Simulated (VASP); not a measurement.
Here is a VASP 6.6.1 calculation.

The input POSCAR:

```
YLuN2
1.0
    3.4090366880      0.0000000000      0.0000000000
    0.0000000000      3.4090366880      0.0000000000
    0.0000000000      0.0000000000      4.8188382189
Y N Lu
1 2 1
Direct
    0.0000000000      0.0000000000      0.0000000000
    0.0000000000      0.0000000000      0.5000000000
    0.5000000000      0.5000000000      0.0000000000
    0.5000000000      0.5000000000      0.5000000000
```

Contents of INCAR.step1:

```
PREC = Accurate ; ENCUT = 520
ISMEAR = -1 ; SIGMA = 0.02
LREAL = False ; LASPH = True
NELM = 60 ; NBANDS = 31
GGA = PE ; ALGO = Normal
EDIFF = 1E-4 ; LWAVE = True
LCHARG = False
```

INCAR.step2

```
PREC = Accurate ; ENCUT = 520
EDIFF = 1E-7 ; ISMEAR = -1
SIGMA = 0.02 ; LREAL = False
LASPH = True ; NELM = 60
ALGO = Normal ; ISIF = 2
LWAVE = False ; LCHARG = False
METAGGA = R2SCAN ; LMIXTAU = True
NBANDS = 31 ; ISTART = 1
```

File KPOINTS:

```
regular mesh
0
Gamma
  6 6 4
```

Potentials or basis: VASP PAW PBE potentials, release 64 (Y_sv, N, Lu).

Command:

```bash
$ cat potpaw_PBE.64/Y_sv/POTCAR potpaw_PBE.64/N/POTCAR potpaw_PBE.64/Lu/POTCAR > POTCAR
$ cp INCAR.step1 INCAR
$ mpirun -np 1 vasp_std > vasp.out
$ cp INCAR.step2 INCAR
$ mpirun -np 1 vasp_std > vasp.out
```

Problem. Estimate the band gap on the k mesh.

Solution. 0.44 eV, direct.

Problem. Predict the pressure.

Solution. 0.7 GPa.

Caveat: the PAW data sets were made with another functional, which shifts forces and pressure a little; spin-orbit coupling is left out, which moves the levels of the heavy elements. r2SCAN opens gaps a little over a GGA but as a rule still falls short of measured ones.
